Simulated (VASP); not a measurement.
# AlN (Fm-3m) in VASP: settings compared, part 3 of 3

VASP 6.6.1. The steps go on from the part before.

### 5 Single point, r2SCAN

This run uses another cell than the first one, of 8.43 Å³/atom, 1.164 times its volume.

POSCAR

```
AlN
1.0
    0.0000000000      2.0352726084      2.0352726084
    2.0352726084      0.0000000000      2.0352726084
    2.0352726084      2.0352726084      0.0000000000
Al N
1 1
Direct
    0.5000000000      0.5000000000      0.5000000000
    0.0000000000      0.0000000000      0.0000000000
```

INCAR.step1

```
SYSTEM = AlN
ALGO = Normal ; EDIFF = 1E-5
ENCUT = 660 ; GGA = PE
GGA_COMPAT = .FALSE. ; ISMEAR = 0
LASPH = .TRUE. ; LCHARG = .FALSE.
LREAL = .FALSE. ; LWAVE = .TRUE.
NBANDS = 11 ; NELM = 120
PREC = Accurate ; SIGMA = 0.05
```

INCAR.step2

```
SYSTEM = AlN
ALGO = Normal ; EDIFF = 1E-6
ENCUT = 660 ; GGA_COMPAT = .FALSE.
ISIF = 2 ; ISMEAR = 0
ISTART = 1 ; LASPH = .TRUE.
LCHARG = .FALSE. ; LMIXTAU = .TRUE.
LREAL = .FALSE. ; LWAVE = .FALSE.
METAGGA = R2SCAN ; NBANDS = 11
NELM = 120 ; PREC = Accurate
SIGMA = 0.05
```

KPOINTS

```
k-points
0
G
  8 8 8
  0 0 0
```

Potentials or basis: VASP PAW PBE potentials, release 64 (Al, N).

Run with:

```console
> cat potpaw_PBE.64/Al/POTCAR potpaw_PBE.64/N/POTCAR > POTCAR
> cp INCAR.step1 INCAR
> mpirun -np 1 vasp_std > vasp.out
> cp INCAR.step2 INCAR
> mpirun -np 1 vasp_std > vasp.out
```

OUTCAR:

```text
SYSTEM = AlN
   EDIFF = 1E-6
   ENCUT = 660
   ISIF = 2
   ISMEAR = 0
   ISTART = 1
   LASPH = .TRUE.
   LREAL = .FALSE.
   METAGGA = R2SCAN
   NELM = 120
   PREC = Accurate

 ion  position               nearest neighbor table
   1  0.500  0.500  0.500-   2 2.04   2 2.04   2 2.04   2 2.04   2 2.04   2 2.04
   2  0.000  0.000  0.000-   1 2.04   1 2.04   1 2.04   1 2.04   1 2.04   1 2.04

  LATTYP: Found a face centered cubic cell.
 ALAT       =     4.0705452168

  Lattice vectors:

 A1 = (   0.0000000000,   2.0352726084,   2.0352726084)
 A2 = (   2.0352726084,   0.0000000000,   2.0352726084)
 A3 = (   2.0352726084,   2.0352726084,   0.0000000000)

Analysis of symmetry for initial positions (statically):
=====================================================================
 Subroutine PRICEL returns:
 Original cell was already a primitive cell.

 Routine SETGRP: Setting up the symmetry group for a
 face centered cubic supercell.

 Subroutine GETGRP returns: Found 48 space group operations
 (whereof 48 operations were pure point group operations)
 out of a pool of 48 trial point group operations.

The static configuration has the point symmetry O_h .

Analysis of symmetry for dynamics (positions and initial velocities):
=====================================================================
 Subroutine PRICEL returns:
 Original cell was already a primitive cell.

 Routine SETGRP: Setting up the symmetry group for a
 face centered cubic supercell.

 Subroutine GETGRP returns: Found 48 space group operations
 (whereof 48 operations were pure point group operations)
 out of a pool of 48 trial point group operations.

The dynamic configuration has the point symmetry O_h .

 Subroutine INISYM returns: Found 48 space group operations
 (whereof 48 operations are pure point group operations),
 and found     1 'primitive' translations

----------------------------------------------------------------------------------------

                                     Primitive cell

  volume of cell :      16.8616

  direct lattice vectors                    reciprocal lattice vectors
     0.000000000  2.035272608  2.035272608    -0.245667336  0.245667336  0.245667336
     2.035272608  0.000000000  2.035272608     0.245667336 -0.245667336  0.245667336
     2.035272608  2.035272608  0.000000000     0.245667336  0.245667336 -0.245667336

  length of vectors
     2.878310126  2.878310126  2.878310126     0.425508308  0.425508308  0.425508308

  position of ions in fractional coordinates (direct lattice)
     0.500000000  0.500000000  0.500000000
     0.000000000  0.000000000  0.000000000

  ion indices of the primitive-cell ions
   primitive index   ion index
                 1           1
                 2           2

----------------------------------------------------------------------------------------

 KPOINTS: k-points

Automatic generation of k-mesh.
 Grid dimensions read from file:
 generate k-points for:    8    8    8

 Generating k-lattice:

  Cartesian coordinates                     Fractional coordinates (reciprocal lattice)
    -0.030708417  0.030708417  0.030708417     0.125000000  0.000000000  0.000000000
     0.030708417 -0.030708417  0.030708417     0.000000000  0.125000000  0.000000000
     0.030708417  0.030708417 -0.030708417     0.000000000  0.000000000  0.125000000

  Length of vectors
     0.053188538  0.053188538  0.053188538

  Shift w.r.t. Gamma in fractional coordinates (k-lattice)
     0.000000000  0.000000000  0.000000000

 Subroutine IBZKPT returns following result:
 ===========================================

 Found     29 irreducible k-points:

 Following reciprocal coordinates:
            Coordinates               Weight
  0.000000  0.000000  0.000000      1.000000
  0.125000  0.000000  0.000000      8.000000
  0.250000  0.000000  0.000000      8.000000
  0.375000  0.000000  0.000000      8.000000
  0.500000  0.000000  0.000000      4.000000
  0.125000  0.125000  0.000000      6.000000
[... 16 lines left out ...]
  0.500000  0.250000  0.125000     48.000000
 -0.375000  0.250000  0.125000     24.000000
 [... further k-points ...]
   k-points           NKPTS =     29   k-points in BZ     NKDIM =     29   number of bands    NBANDS=     11
   number of dos      NEDOS =    301   number of ions     NIONS =      2
   total plane-waves  NPLWV =  13824
   dimension x,y,z NGX =    24 NGY =   24 NGZ =   24
   dimension x,y,z NGXF=    48 NGYF=   48 NGZF=   48
   ions per type =               1   1
   NGX,Y,Z   is equivalent  to a cutoff of  13.86, 13.86, 13.86 a.u.
   NGXF,Y,Z  is equivalent  to a cutoff of  27.72, 27.72, 27.72 a.u.
 SYSTEM =  AlN
   PREC   = accura    normal or accurate (medium, high low for compatibility)
   ISTART =      1    job   : 0-new  1-cont  2-samecut
   ICHARG =      0    charge: 1-file 2-atom 10-const
   ISPIN  =      1    spin polarized calculation?
   LNONCOLLINEAR =      F non collinear calculations
   LSORBIT =      F    spin-orbit coupling
   LASPH  =      T    aspherical Exc in radial PAW
   ENCUT  =  660.0 eV  48.51 Ry    6.96 a.u.   6.03  6.03  6.03*2*pi/ulx,y,z
   NELM   =    120;   NELMIN=  2; NELMDL=  0     # of ELM steps
   EDIFF  = 0.1E-05   stopping-criterion for ELM
   LREAL  =      F    real-space projection
   EDIFFG = 0.1E-04   stopping-criterion for IOM
   NSW    =      0    number of steps for IOM
   IBRION =     -1    ionic relax: 0-MD 1-quasi-New 2-CG
   NFREE  =      0    steps in history (QN), initial steepest desc. (CG)
   ISIF   =      2    stress and relaxation
   ISYM   =      2    0-nonsym 1-usesym 2-fastsym
   POTIM  = 0.5000    time-step for ionic-motion
   TEBEG  =    0.0;   TEEND  =   0.0 temperature during run
   PSTRESS=    0.0 pullay stress
   NELECT =       8.0000    total number of electrons
   NUPDOWN=      -1.0000    fix difference up-down
   EMIN   =  10.00;   EMAX   =-10.00  energy-range for DOS
   EFERMI =   0.00;   METHOD = LEGACY
   ISMEAR =     0;   SIGMA  =   0.05  broadening in eV -4-tet -1-fermi 0-gaus
   EFERMI_NEDOS =   21; number of points for ismear=-14 and -15
   IALGO  =     38    algorithm
   IMIX   =      4    mixing-type and parameters
     AMIX     =   0.40;   BMIX     =  1.00
     AMIX_MAG =   1.60;   BMIX_MAG =  1.00
  volume/ion in A,a.u.               =       8.43        56.89
  Fermi-wavevector in a.u.,A,eV,Ry     =   1.276847  2.412891 22.182103  1.630339
  Thomas-Fermi vector in A             =   2.409480
   LORBIT       =      0    0 simple, 1 ext, 2 COOP (PROOUT), +10 PAW based schemes
   METAGGA = R2SCAN    functional components
   LHFCALC =     F    Hartree Fock is set to
   AEXX    =    0.0000 exact exchange contribution
   IVDW    =     0    specifies the selected vdW correction
   LEPSILON=     F    determine dielectric tensor
   LRPA    =     F    only Hartree local field effects (RPA)
 non-spin polarized calculation
 Gauss-broadening in eV      SIGMA  =   0.05
  energy-cutoff  :      660.00
  volume of cell :       16.86
 maximum number of plane-waves:       660
   NGX = 13   NGY = 13   NGZ = 13

 number of electron       8.0000000 magnetization

 Free energy of the ion-electron system (eV)
  ---------------------------------------------------
  ext. energy  EPLUGINS =         0.00000000
  ---------------------------------------------------
  free energy    TOTEN  =       -18.88614109 eV

  energy without entropy =      -18.88614109  energy(sigma->0) =      -18.88614109

 E-fermi :   9.8583     XC(G=0): -12.7780

 val. band max:        9.5168092371   @ k =   0.0000   0.0000   0.0000
 cond. band min:      14.7988986199   @ k =   0.5000   0.5000   0.0000
 fundamental gap:      5.2820893828
 Fermi energy:         9.8583483874

 k-point     1 :       0.0000    0.0000    0.0000
  band No.  band energies     occupation
      1      -8.7005      2.00000
      2       9.5168      2.00000
      3       9.5168      2.00000
      4       9.5168      2.00000
      5      15.7341      0.00000
      6      22.3594      0.00000
      7      22.3594      0.00000
      8      22.3594      0.00000
      9      27.9367      0.00000
     10      27.9367      0.00000
     11      28.0933      0.00000
[... 309 lines left out ...]
 k-point    24 :      -0.3750    0.2500    0.1250
  band No.  band energies     occupation
      1      -5.0591      2.00000
      2       2.0934      2.00000
      3       5.7950      2.00000
      4       7.5097      2.00000
      5      18.6503      0.00000
      6      18.8313      0.00000
      7      22.7610      0.00000
      8      23.1344      0.00000
      9      28.5861      0.00000
     10      29.6617      0.00000
     11      33.1111      0.00000

 [... further k-points ...]
[... 5 lines left out ...]
  --------------------------------------------------------------------------------------
  -------------------------------------------------------------------------------------
  Total       -0.7461944     -0.7461944     -0.7461944     -0.0000000      0.0000000      0.0000000
  in kB      -70.9030276    -70.9030276    -70.9030276     -0.0000000      0.0000000      0.0000000
  external PRESSURE =     -70.9030276 kB  Pullay stress =       0.0000000 kB

 VOLUME and BASIS-vectors are now :
 -----------------------------------------------------------------------------
  energy-cutoff  :      660.00
  volume of cell :       16.86
      direct lattice vectors                 reciprocal lattice vectors
     0.000000000  2.035272608  2.035272608    -0.245667336  0.245667336  0.245667336
     2.035272608  0.000000000  2.035272608     0.245667336 -0.245667336  0.245667336
     2.035272608  2.035272608  0.000000000     0.245667336  0.245667336 -0.245667336

 POSITION                                       TOTAL-FORCE (eV/Angst)
 -----------------------------------------------------------------------------------
      2.03527      2.03527      2.03527        -0.000000      0.000000     -0.000000
      0.00000      0.00000      0.00000         0.000000      0.000000      0.000000
 -----------------------------------------------------------------------------------
    total drift:                                0.000000     -0.000000     -0.000000

  FREE ENERGIE OF THE ION-ELECTRON SYSTEM (eV)
  ---------------------------------------------------
  free  energy   TOTEN  =       -18.8861410907 eV

  energy  without entropy=      -18.8861410907  energy(sigma->0) =      -18.88614109
```

Wall time 26 s (1 thread of Intel Xeon Platinum 8259CL at 2.50GHz (Skylake/Cascade Lake), shared host); peak memory 0.14 GiB.

Results:

```yaml
Free_energy: -18.8861 eV
Pressure: -7.1 GPa
Band_gap_on_the_k_mesh: 5.28 eV, indirect (least direct gap 6.22 eV)
```

Levels at points of the mesh, in eV from the valence-band top:
```tsv
k point	band 2	band 3	band 4	band 5	band 6	band 7
(0.00, 0.00, 0.00)	0.00	0.00	0.00	6.22	12.84	12.84
(0.50, 0.00, 0.00)	-8.31	-1.12	-1.12	6.78	11.73	11.73
(0.50, 0.50, 0.00)	-7.41	-2.84	-2.84	5.28	6.01	15.11
```

Caveat: the PAW data sets were made with another functional, which shifts forces and pressure a little.

### 6 Overview

```tsv
level	cell	k mesh	cutoff (eV)	gap on the mesh (eV)	pressure (GPa)
r2SCAN	a = 2.736 Å, angles 60.0°, 2 atoms	10 × 10 × 10	520	5.73	44.5
PBE	a = 2.881 Å, angles 60.0°, 2 atoms	8 × 8 × 8	600	4.39	-1.1
r2SCAN	a = 2.837 Å, angles 60.0°, 2 atoms	8 × 8 × 8	660	5.72	4.8
r2SCAN	a = 2.878 Å, angles 60.0°, 2 atoms	8 × 8 × 8	660	5.28	-7.1
```

Alike in all rows: task single point; potentials or basis VASP PAW PBE potentials, release 64 (Al, N); no spin polarisation; smearing gaussian 0.05 eV.

Caveats: the PAW data sets were made with another functional, which shifts forces and pressure a little (some runs).

Absolute energies hang on the potentials; compare differences alone.
